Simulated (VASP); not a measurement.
Here is a VASP 6.6.1 calculation.

Contents of INCAR:

```
ALGO = Fast
EDIFF = 1E-7
ENCUT = 520
GGA = PS
ISIF = 2
ISMEAR = 0
LASPH = T
LCHARG = F
LREAL = F
LWAVE = F
NBANDS = 17
NELM = 80
PREC = Accurate
SIGMA = 0.15
```

The input KPOINTS:

```
k-points
0
Gamma
  24 24 26
```

The input POSCAR:

```
Pt
1.0
    0.0000000000     -1.9590303455     -1.9590303455
   -1.9590303455      0.0000000000     -1.9590303455
    1.9590303455      1.9590303455     -3.9180606911
Pt
2
Direct
    0.4781192742      0.4781192742      0.4999983697
    0.0218807258      0.0218807258      0.0000016303
```

Potentials or basis: VASP PAW PBE potentials, release 64 (Pt).

Command:

```bash
$ cat potpaw_PBE.64/Pt/POTCAR > POTCAR
$ mpirun -np 1 vasp_std > vasp.out
```

Estimate the band gap on the k mesh.

zero (bands 10 and 11 overlap by 1.68 eV).

What does it give for the largest force?

0.570 eV/Å.

Forces in eV/Å, atoms in the order of the input:
```
Pt  -0.258 -0.258 -0.438
Pt   0.258  0.258  0.438
```

Caveat: the cell differs from its parent crystal (atoms displaced along a vibrational mode); the PAW data sets were made with another functional, which shifts forces and pressure a little; spin-orbit coupling is left out, which moves the levels of the heavy elements.
